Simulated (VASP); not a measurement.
Set up this calculation in VASP 6.6.1, as the native input.

```yaml
Task: single point
Functional: HF
Potentials_or_basis: VASP PAW PBE potentials, release 64 (Fe)
Cutoff: 520 eV
k_mesh: 7 × 7 × 7
Occupations: fermi-dirac, width 0.05 eV
Spin: collinear spin, ferromagnetic start
Starting_moments: "[3.0] μB"
Dipole_correction: no
Grid_for_exact_exchange_PRECFOCK: Normal
Further_INCAR_settings: ALGO = Normal; EDIFF = 1e-06; NBANDS = 14
Share_of_exact_exchange: 1
```

Crystal: Fe.

```
CELL_PARAMETERS angstrom
-1.42350 1.42350 1.42350
1.42350 -1.42350 1.42350
1.42350 1.42350 -1.42350
ATOMIC_POSITIONS crystal
Fe 0.00000 0.00000 0.00000
```

One way to write it, as run:

POSCAR

```
Fe
1.0
   -1.4234976093      1.4234976093      1.4234976093
    1.4234976093     -1.4234976093      1.4234976093
    1.4234976093      1.4234976093     -1.4234976093
Fe
1
Direct
    0.0000000000      0.0000000000      0.0000000000
```

INCAR.step1

```
ALGO     = Normal         # electronic algorithm
EDIFF    = 1E-5           # SCF threshold, eV
ENCUT    = 520            # plane-wave cutoff, eV
GGA      = PE             # functional
ISIF     = 2              # what is computed and relaxed
ISMEAR   = -1             # smearing method
ISPIN    = 2              # spin polarisation
LASPH    = True           # aspherical terms in the spheres
LCHARG   = False          # write CHGCAR
LMAXMIX  = 4              # l up to which the mixer works
LORBIT   = 11             # projections on sites
LREAL    = False          # projectors in reciprocal space
LWAVE    = True           # write WAVECAR
MAGMOM   = 3              # initial moments
NBANDS   = 14             # bands
NELM     = 150            # most SCF steps
PREC     = Accurate       # precision mode
SIGMA    = 0.05           # smearing width, eV
```

INCAR.step2

```
AEXX     = 1.0            # exact-exchange fraction
AGGAC    = 0.0          
ALDAC    = 0.0          
ALGO     = Normal         # electronic algorithm
EDIFF    = 1E-6           # SCF threshold, eV
ENCUT    = 520            # plane-wave cutoff, eV
GGA      = PE             # functional
ISIF     = 2              # what is computed and relaxed
ISMEAR   = -1             # smearing method
ISPIN    = 2              # spin polarisation
ISTART   = 1            
LASPH    = True           # aspherical terms in the spheres
LCHARG   = False          # write CHGCAR
LHFCALC  = True           # exact exchange
LMAXMIX  = 4              # l up to which the mixer works
LORBIT   = 11             # projections on sites
LREAL    = False          # projectors in reciprocal space
LWAVE    = False          # write WAVECAR
MAGMOM   = 3              # initial moments
NBANDS   = 14             # bands
NELM     = 150            # most SCF steps
PREC     = Accurate       # precision mode
PRECFOCK = Normal       
SIGMA    = 0.05           # smearing width, eV
```

KPOINTS

```
k-points
0
Gamma
  7 7 7
```

Potentials or basis: VASP PAW PBE potentials, release 64 (Fe).

Command:

```console
$ cat potpaw_PBE.64/Fe/POTCAR > POTCAR
$ cp INCAR.step1 INCAR
$ mpirun -np 1 vasp_std > vasp.out
$ cp INCAR.step2 INCAR
$ mpirun -np 1 vasp_std > vasp.out
```

It gave:

| Quantity | Value |
| --- | --- |
| Pressure | 52.7 GPa |
| Net moment | 2.79 μB per cell |
| Site moments | Fe +2.92 μB |
| Valence electrons inside the program's atomic spheres | Fe 7.38 |

Caveat: the k points lie up to 0.45 Å⁻¹ apart; the PAW data sets were made with another functional, which shifts forces and pressure a little.

Run time: 12 min on 1 thread of Intel(R) Xeon(R) 6975P-C (Granite Rapids), on a shared host, peak memory 0.13 GiB.
